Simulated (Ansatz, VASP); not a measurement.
# One calculation of FeO, two programs

```
Fe O
1.0
     2.64914    0.00000    0.00000
     0.00000    2.64914    0.00000
     0.00000    0.00000    2.64914
Fe O
1 1
Direct
  0.00000 0.00000 0.00000
  0.50000 0.50000 0.50000
```

Alike in both runs: functional PBE; k mesh 6 × 6 × 6; occupations gaussian, width 0.1 eV; collinear spin.

Ansatz relaxed the structure, and its values are those at the end. VASP's run is a single point on that final structure, the one shown.

|  | VASP | Ansatz |
| --- | --- | --- |
| version | VASP 6.6.1 | Ansatz 0.2.0 |
| potentials or method | VASP PAW PBE potentials, release 64 (Fe, O), cutoff 520 eV | scalar-relativistic, plane waves, PAW |
| valence electrons in the cell | 14 | 22 |

VASP gave:

```
gap on the k mesh at the Fermi level (eV)                     : none
pressure (GPa)                                                : -0.2
net moment per atom (μB)                                      : 2.00
size of the moment on the site where the two differ most (μB) : 3.54
```

Task: Estimate Ansatz's values.

Result: gap on the k mesh at the Fermi level (eV): none; pressure (GPa): 0.0; net moment per atom (μB): 2.00; size of the moment on the site where the two differ most (μB): 3.46.

Site moments also hang on the region over which each program counts them. A gap of «none» marks a metal or a gap that the smearing closes. VASP's potentials hold 14 valence electrons a cell and Ansatz's 22, so a difference there can come from the potentials and not from the codes.

The k mesh is coarse, so the values compare programs but aren't converged.
